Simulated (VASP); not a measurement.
A run of VASP 6.6.1 is set up as follows.

The input INCAR:

```
SYSTEM = Ni
ALGO     = Normal         ! electronic algorithm
EDIFF    = 1E-6           ! SCF threshold, eV
ENCUT    = 520            ! plane-wave cutoff, eV
GGA      = PE             ! functional
ISIF     = 2              ! what is computed and relaxed
ISMEAR   = 0              ! smearing method
ISPIN    = 2              ! spin polarisation
LASPH    = .True.         ! aspherical terms in the spheres
LCHARG   = .True.         ! write CHGCAR
LELF     = .True.         ! ELF
LMAXMIX  = 4              ! l up to which the mixer works
LORBIT   = 11             ! projections on sites
LREAL    = .False.        ! projectors in reciprocal space
LVHAR    = .True.       
LWAVE    = .False.        ! write WAVECAR
MAGMOM   = 1              ! initial moments
NBANDS   = 15             ! bands
NELM     = 150            ! most SCF steps
NUPDOWN  = 1.0            ! fixed moment
PREC     = Accurate       ! precision mode
SIGMA    = 0.15           ! smearing width, eV
```

The input KPOINTS:

```
k-points
0
Gamma
  24 24 24
  0 0 0
```

File POSCAR:

```
Ni
1.0
    0.0000000000      1.6857517331      1.6857517331
    1.6857517331      0.0000000000      1.6857517331
    1.6857517331      1.6857517331      0.0000000000
Ni
1
Direct
    0.0000000000      0.0000000000      0.0000000000
```

Potentials or basis: VASP PAW PBE potentials, release 64 (Ni).

Launch:

```console
$ cat potpaw_PBE.64/Ni/POTCAR > POTCAR
$ mpirun -np 1 vasp_std > vasp.out
```

**Question.** Estimate the pressure.

**Answer.** 39.3 GPa.

Caveat: the cell stands under pressure; the total moment is fixed, so each spin has its own Fermi level.
